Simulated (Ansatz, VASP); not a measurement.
## Two plane-wave programs on BN

```xyz
2
Lattice="0.0000 1.7900 1.7900 1.7900 0.0000 1.7900 1.7900 1.7900 0.0000" Properties=species:S:1:pos:R:3 pbc="T T T"
B     0.0000    0.0000    0.0000
N     2.6850    2.6850    2.6850
```

Alike in both runs: task single point; functional LDA; k mesh 12 × 12 × 12; occupations gaussian, width 0.05 eV; no spin polarisation.

|  | VASP | Ansatz |
| --- | --- | --- |
| version | VASP 6.6.1 | Ansatz 0.2.0 |
| potentials or method | VASP PAW LDA potentials, release 64 (B, N) | scalar-relativistic, plane waves, PAW |
| plane-wave cutoff (eV) | 600 | 420 |
| valence electrons in the cell | 8 | 8 |

VASP gave:

| Item | Value |
| --- | --- |
| gap on the k mesh at the Fermi level (eV) | 4.38 |
| pressure (GPa) | 1.0 |

Task: Which values does Ansatz return?

Result: gap on the k mesh at the Fermi level (eV): 4.39; pressure (GPa): -0.1.

Ansatz warns that its potentials were made for another functional, while VASP's fit it. LDA's correlation is that of Perdew and Zunger in VASP and of Perdew and Wang (1992) in Ansatz.
